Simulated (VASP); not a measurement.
Here is a VASP 6.6.1 calculation.

File INCAR:

```
SYSTEM = Al
  PREC = Accurate
  ENCUT = 520
  EDIFF = 1E-7
  ISMEAR = 0
  SIGMA = 0.1
  LREAL = .False.
  LASPH = .True.
  NELM = 100
  ALGO = Normal
  ISIF = 2
  LWAVE = .False.
  LCHARG = .False.
  GGA = PE
  NBANDS = 8
```

The input KPOINTS:

```
regular mesh
0
Gamma
  18 18 18
  0 0 0
```

The input POSCAR:

```
Al
1.0
   -1.5500341191      1.5500341191      1.5500341191
    1.5500341191     -1.5500341191      1.5500341191
    1.5500341191      1.5500341191     -1.5500341191
Al
1
Direct
    0.0000000000      0.0000000000      0.0000000000
```

Potentials or basis: VASP PAW PBE potentials, release 64 (Al).

Run with:

```bash
$ cat potpaw_PBE.64/Al/POTCAR > POTCAR
$ mpirun -np 1 vasp_std > vasp.out
```

(1) What does it give for the pressure?

Results:

(1) 11.6 GPa.
